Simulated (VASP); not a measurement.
Here is a VASP 6.6.1 calculation.

Contents of INCAR:

```
SYSTEM = As
PREC = Accurate ; ENCUT = 520
EDIFF = 1E-6 ; ISMEAR = -1
SIGMA = 0.05 ; LREAL = .FALSE.
LASPH = .TRUE. ; NELM = 60
ALGO = Normal ; ISIF = 2
LWAVE = .FALSE. ; LCHARG = .FALSE.
GGA = RE ; NBANDS = 12
```

File KPOINTS:

```
Automatic mesh
0
G
  9 9 9
  0 0 0
```

The input POSCAR:

```
As
1.0
    1.8807968987      1.0858785957      3.5140619945
   -1.8807968987      1.0858785957      3.5140619945
    0.0000000000     -2.1717571915      3.5140619945
As
2
Direct
    0.2260000000      0.2260000000      0.2260000000
    0.7740000000      0.7740000000      0.7740000000
```

Potentials or basis: VASP PAW PBE potentials, release 64 (As).

Command:

```sh
$ cat potpaw_PBE.64/As/POTCAR > POTCAR
$ mpirun -np 1 vasp_std > vasp.out
```

(1) Estimate the largest force.

(2) Predict the band gap on the k mesh.

(3) Estimate the pressure.

Results:

(1) 0.509 eV/Å.

(2) zero (bands 5 and 6 overlap by 0.10 eV).

(3) 5.2 GPa.

Caveat: the cell stands under pressure; the PAW data sets were made with another functional, which shifts forces and pressure a little.
